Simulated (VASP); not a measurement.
Wanted: the native input for a VASP 6.6.1 run.

| Quantity | Value |
| --- | --- |
| Task | single point |
| Functional | PBEsol |
| Potentials or basis | VASP PAW PBE potentials, release 64 (Cr_pv) |
| Cutoff | 520 eV |
| k mesh | 20 × 20 × 20 |
| Occupations | gaussian, width 0.1 eV |
| Spin | no spin polarisation |
| Dipole correction | no |
| Further INCAR settings | ALGO = Fast; EDIFF = 1e-06; NBANDS = 12 |

The structure of Cr lies in POSCAR:

```
Cr
1.0
   -1.3635387206      1.3635387206      1.3635387206
    1.3635387206     -1.3635387206      1.3635387206
    1.3635387206      1.3635387206     -1.3635387206
Cr
1
Direct
    0.0000000000      0.0000000000      0.0000000000
```

This cell differs from its parent crystal: volume scaled by 0.91.

The input as run:

INCAR

```
SYSTEM = Cr
  PREC = Accurate
  ENCUT = 520
  EDIFF = 1E-6
  ISMEAR = 0
  SIGMA = 0.1
  LREAL = .FALSE.
  LASPH = .TRUE.
  NELM = 100
  ALGO = Fast
  ISIF = 2
  LWAVE = .FALSE.
  LCHARG = .FALSE.
  GGA = PS
  NBANDS = 12
```

KPOINTS

```
regular mesh
0
G
  20 20 20
  0 0 0
```

Potentials or basis: VASP PAW PBE potentials, release 64 (Cr_pv).

Run with:

```sh
$ cat potpaw_PBE.64/Cr_pv/POTCAR > POTCAR
$ mpirun -np 1 vasp_std > vasp.out
```

Results of the run:

```yaml
Pressure: 32.1 GPa
Band_gap_on_the_k_mesh: zero (band 6 reaches 15.75 eV, above the bottom of band 7 at 11.69 eV)
```

Caveat: the PAW data sets were made with another functional, which shifts forces and pressure a little; the run has no spin polarisation, though such a crystal can be magnetic.

Run time: 11 s on 1 thread of Intel(R) Xeon(R) 6975P-C (Granite Rapids), on a shared host, peak memory 0.14 GiB.
